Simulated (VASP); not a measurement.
Runs of VASP 6.6.1 on BeB3N3. The structure is that of space group P6mm (No. 183), or close to it. The cells are those of the table. 

| task | cell | k mesh | cutoff (eV) | gap on the mesh (eV) | pressure (GPa) | relaxed volume (Å³/atom) | largest force (eV/Å) |
| --- | --- | --- | --- | --- | --- | --- | --- |
| relaxation of cell and atoms | relaxed from a = 3.764, b = 3.764, c = 4.316 Å, angles 90.0, 90.0, 120.0°, 7 atoms | 6 × 6 × 4 | 600 | - | 0.0 | (a) | 0.04 |
| relaxation of cell and atoms | relaxed from a = 4.868, b = 4.868, c = 3.739 Å, angles 90.0, 90.0, 120.0°, 7 atoms | 9 × 9 × 10 | 600 | none | 0.0 | 10.95 | - |
| single point | a = 4.869, b = 4.869, c = 3.739 Å, angles 90.0, 90.0, 120.0°, 7 atoms | 9 × 9 × 10 | 520 | none | -0.1 | - | 0.01 |
| single point | a = 4.868, b = 4.868, c = 3.739 Å, angles 90.0, 90.0, 120.0°, 7 atoms | 6 × 6 × 4 | 520 | - | -0.1 | - | 0.01 |

Alike in all rows: level PBE; potentials or basis VASP PAW PBE potentials, release 64 (Be, B, N); no spin polarisation; smearing gaussian 0.1 eV.

**Question.** Estimate the missing entries.

**Answer.** (a) 10.82.

Caveats: some runs use coarse meshes; the volume moved by over 15 % at a fixed basis, so the end points are rough (some runs).

A gap of «none» marks levels without a gap at the run's occupations.
